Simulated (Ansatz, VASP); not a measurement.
# Two plane-wave programs on TiAl3

File POSCAR:

```
TiAl3
1.0
    4.5337157933      0.0000000000      0.0000000000
    0.0000000000      5.6394744232      0.0000000000
    0.0000000000      0.0000000000      4.7708899513
Ti Al
2 6
Direct
    0.0000000000      0.0000000000      0.6700000000
    0.5000000000      0.5000000000      0.3300000000
    0.0000000000      0.2500000000      0.1670000000
    0.0000000000      0.7500000000      0.1670000000
    0.5000000000      0.7500000000      0.8330000000
    0.5000000000      0.2500000000      0.8330000000
    0.5000000000      0.0000000000      0.3300000000
    0.0000000000      0.5000000000      0.6700000000
```

File INCAR.step1:

```
ALGO = Normal
EDIFF = 1E-4
ENCUT = 600
GGA = PE
ISMEAR = 0
LASPH = T
LCHARG = F
LREAL = F
LWAVE = T
NELM = 80
PREC = Accurate
SIGMA = 0.1
```

File INCAR.step2:

```
ALGO = Normal
EDIFF = 1E-6
EDIFFG = -0.04
ENCUT = 600
IBRION = 2
ISIF = 3
ISMEAR = 0
ISTART = 1
LASPH = T
LCHARG = F
LMIXTAU = T
LREAL = F
LWAVE = F
METAGGA = R2SCAN
NELM = 80
NSW = 90
PREC = Accurate
SIGMA = 0.1
```

The input KPOINTS:

```
k-points
0
Gamma
  4 4 4
```

Input for Ansatz:

```yaml
crystal:
  lattice:
    - [4.5337157933, 0.0, 0.0]
    - [0.0, 5.6394744232, 0.0]
    - [0.0, 0.0, 4.7708899513]
  atoms:
    - { symbol: Ti, position: [0.0, 0.0, 0.67] }
    - { symbol: Ti, position: [0.5, 0.5, 0.33] }
    - { symbol: Al, position: [0.0, 0.25, 0.167] }
    - { symbol: Al, position: [0.0, 0.75, 0.167] }
    - { symbol: Al, position: [0.5, 0.75, 0.833] }
    - { symbol: Al, position: [0.5, 0.25, 0.833] }
    - { symbol: Al, position: [0.5, 0.0, 0.33] }
    - { symbol: Al, position: [0.0, 0.5, 0.67] }
basis:
  ecutwfc: 500
kpoints:
  mp_grid: { grid: [4, 4, 4] }
hamiltonian:
  xc: r2scan
scf:
  occupations: { method: gaussian, width: 0.1 }
  lower_state_search: "off"
output:
  forces: true
  stress: true
  eigenvalues: true
relax:
  adjacent_minimum: "off"
  f_tol: 0.04
  max_steps: 70
  cell: { stress_tol: 0.4 }
```

Alike in both runs: task relaxation of cell and atoms; functional r2SCAN; k mesh 4 × 4 × 4; occupations gaussian, width 0.1 eV; no spin polarisation.

|  | VASP | Ansatz |
| --- | --- | --- |
| version | VASP 6.6.1 | Ansatz 0.2.0 |
| potentials or method | VASP PAW PBE potentials, release 64 (Ti_sv, Al), cutoff 600 eV | scalar-relativistic, plane waves, PAW |
| valence electrons in the cell | 42 | 42 |

VASP gave:

- gap on the k mesh at the Fermi level, each at its own relaxed structure (eV): none
- relaxed volume (Å³/atom): 15.61
- relaxed length of the cell vector where the two differ most in proportion (Å): 5.396

Task: What did Ansatz give for the same quantities?

Result: gap on the k mesh at the Fermi level, each at its own relaxed structure (eV): none; relaxed volume (Å³/atom): 15.62; relaxed length of the cell vector where the two differ most in proportion (Å): 5.400.

VASP's potentials were made for PBE, not for r2SCAN. A gap of «none» marks a metal or a gap that the smearing closes.
